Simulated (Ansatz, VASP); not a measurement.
**Pt in VASP and in Ansatz**

File POSCAR:

```
Pt
1.0
    0.0000000000      1.9600189982      1.9600189982
    1.9600189982      0.0000000000      1.9600189982
    1.9600189982      1.9600189982      0.0000000000
Pt
1
Direct
    0.0000000000      0.0000000000      0.0000000000
```

File INCAR.step1:

```
SYSTEM = Pt
PREC = Accurate
ENCUT = 550
ISMEAR = 0
SIGMA = 0.05
LREAL = .FALSE.
LASPH = .TRUE.
NELM = 120
NBANDS = 11
GGA = PE
ALGO = Normal
EDIFF = 1E-5
LWAVE = .TRUE.
LCHARG = .FALSE.
GGA_COMPAT = .FALSE.
```

Contents of INCAR.step2:

```
SYSTEM = Pt
PREC = Accurate
ENCUT = 550
EDIFF = 1E-6
ISMEAR = 0
SIGMA = 0.05
LREAL = .FALSE.
LASPH = .TRUE.
NELM = 120
ALGO = Normal
ISIF = 2
LWAVE = .FALSE.
LCHARG = .FALSE.
METAGGA = R2SCAN
LMIXTAU = .TRUE.
NBANDS = 11
ISTART = 1
GGA_COMPAT = .FALSE.
```

The input KPOINTS:

```
Automatic mesh
0
G
  18 18 18
  0 0 0
```

Input for Ansatz:

```yaml
crystal:
  lattice:
    - [0.0, 1.9600189991, 1.9600189991]
    - [1.9600189991, 0.0, 1.9600189991]
    - [1.9600189991, 1.9600189991, 0.0]
  atoms:
    - { symbol: Pt, position: [0.0, 0.0, 0.0] }
basis:
  ecutwfc: 600
  ecutrho_ratio: 5
kpoints:
  mp_grid: { grid: [18, 18, 18] }
hamiltonian:
  xc: r2scan
scf:
  occupations: { method: gaussian, width: 0.05 }
output:
  forces: true
  stress: true
  eigenvalues: true
```

Alike in both runs: task single point; functional r2SCAN; k mesh 18 × 18 × 18; occupations gaussian, width 0.05 eV; no spin polarisation.

|  | VASP | Ansatz |
| --- | --- | --- |
| version | VASP 6.6.1 | Ansatz 0.2.0 |
| potentials or method | VASP PAW PBE potentials, release 64 (Pt), cutoff 550 eV | scalar-relativistic, plane waves, PAW |
| valence electrons in the cell | 10 | 18 |

|  | VASP | Ansatz | Ansatz less VASP |
| --- | --- | --- | --- |
| gap on the k mesh at the Fermi level (eV) | none | none | - |
| pressure (GPa) | 5.1 | 4.3 | -0.79 |

VASP's potentials were made for PBE, not for r2SCAN. A gap of «none» marks a metal or a gap that the smearing closes. With one functional, cell and mesh, what is left measures potentials, basis and numerics. VASP's potentials hold 10 valence electrons a cell and Ansatz's 18, so a difference there can come from the potentials and not from the codes.

Neither program's run includes spin-orbit coupling.
